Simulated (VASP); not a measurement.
## MgO: single point with r2SCAN+rVV10

**The experiment to reproduce.**

“Electronic structure of alkaline earth and post-transition metal oxides”, 2009, arxiv:0908.1581 quotes, for a bulk crystal of MgO: band gap 7.83 eV.

The system is MgO.

```xyz
2
Lattice="0.0000 2.0975 2.0975 2.0975 0.0000 2.0975 2.0975 2.0975 0.0000" Properties=species:S:1:pos:R:3 pbc="T T T"
Mg    0.0000    0.0000    0.0000
O     2.0975    2.0975    2.0975
```

```json
{
 "Program": "VASP 6.6.1",
 "Task": "single point",
 "Functional": "r2SCAN",
 "Dispersion": "rVV10",
 "Potentials or basis": "VASP PAW PBE potentials, release 64 (Mg_sv, O)",
 "Cutoff": "750 eV",
 "k mesh": "8 × 8 × 8",
 "Occupations": "gaussian, width 0.01 eV",
 "Spin": "no spin polarisation",
 "Dipole correction": "no",
 "Mended": "yes",
 "Further INCAR settings": "ALGO = Normal; EDIFF = 1e-06; NBANDS = 15"
}
```

The pressure is -0.1 GPa. The band gap on the k mesh is 5.73 eV.

Levels at points of the mesh, in eV from the valence-band top:
```
           k point  band 6  band 7  band 8  band 9  band 10  band 11
(0.00, 0.00, 0.00)    0.00    0.00    0.00    5.73    16.89    16.89
(0.50, 0.00, 0.00)   -4.67   -0.69   -0.69    8.86    13.95    17.60
(0.50, 0.50, 0.00)   -4.14   -1.39   -1.39   10.01    11.27    14.41
```

It took 93 s on 1 thread of Intel(R) Xeon(R) Platinum 8488C (Sapphire Rapids), on a shared host, peak memory 0.26 GiB.

Against the measured gap of MgO, 7.83 eV (quoted in “Electronic structure of alkaline earth and post-transition metal oxides”, 2009, arxiv:0908.1581), the calculated 5.73 eV is off by -2.10 eV. The value is that of r2SCAN+rVV10, without temperature or zero-point motion.

Caveat: the PAW data sets were made with another functional, which shifts forces and pressure a little.
